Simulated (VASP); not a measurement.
A run of VASP 6.6.1 is set up as follows.

File INCAR:

```
PREC     = Accurate       # precision mode
ENCUT    = 520            # plane-wave cutoff, eV
EDIFF    = 1E-6           # SCF threshold, eV
ISMEAR   = -1             # smearing method
SIGMA    = 0.06122561905347299 # smearing width, eV
LREAL    = False          # projectors in reciprocal space
LASPH    = True           # aspherical terms in the spheres
NELM     = 80             # most SCF steps
ALGO     = Fast           # electronic algorithm
ISIF     = 2              # what is computed and relaxed
LWAVE    = False          # write WAVECAR
LCHARG   = False          # write CHGCAR
GGA      = PE             # functional
NBANDS   = 12             # bands
```

Contents of KPOINTS:

```
regular mesh
0
Gamma
  36 36 36
```

POSCAR

```
La
1.0
    0.0000000000      2.6079915371      2.6079915371
    2.6079915371      0.0000000000      2.6079915371
    2.6079915371      2.6079915371      0.0000000000
La
1
Direct
    0.0000000000      0.0000000000      0.0000000000
```

Potentials or basis: VASP PAW PBE potentials, release 64 (La).

The run is started by

```console
$ cat potpaw_PBE.64/La/POTCAR > POTCAR
$ mpirun -np 1 vasp_std > vasp.out
```

Task: Estimate the pressure.

Result: 1.1 GPa.

Task: Estimate the band gap on the k mesh.

Result: Zero (an odd number of electrons rules out a gap without spin polarisation).

Caveat: spin-orbit coupling is left out, which moves the levels of the heavy elements.
